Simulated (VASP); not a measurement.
Input of a VASP 6.6.1 run:

File INCAR:

```
  PREC = Accurate
  ENCUT = 520
  EDIFF = 1E-8
  ISMEAR = 0
  SIGMA = 0.01
  LREAL = F
  LASPH = T
  NELM = 100
  ALGO = Normal
  ISIF = 2
  LWAVE = F
  LCHARG = F
  GGA = CA
  IBRION = 8
  NSW = 1
  LEPSILON = T
```

KPOINTS

```
regular mesh
0
Gamma
  14 14 14
```

File POSCAR:

```
BN
1.0
    2.4350008532      0.0024130452     -0.2341819469
   -1.2083345289      2.1140382042      0.2341928691
   -1.0295321867     -0.8170129847      2.0631600572
B N
1 1
Direct
    1.0740745000      1.0329420000      0.1184025000
    0.5740745000      0.2829420000      0.8684025000
```

Potentials or basis: VASP PAW LDA potentials, release 64 (B, N).

Run with:

```sh
$ cat potpaw_LDA.64/B/POTCAR potpaw_LDA.64/N/POTCAR > POTCAR
$ mpirun -np 1 vasp_std > vasp.out
```

(1) What does it give for the electronic dielectric tensor (diagonal)?

(2) Estimate the Born charges (mean of the diagonal).

(3) Estimate the highest phonon frequency at Γ, LO-TO splitting left out.

Answers

(1) 4.49.

(2) B +1.82; N -1.82 e.

(3) 1211 cm⁻¹.

Caveat: the cell wasn't relaxed at this level first, which shifts response properties.
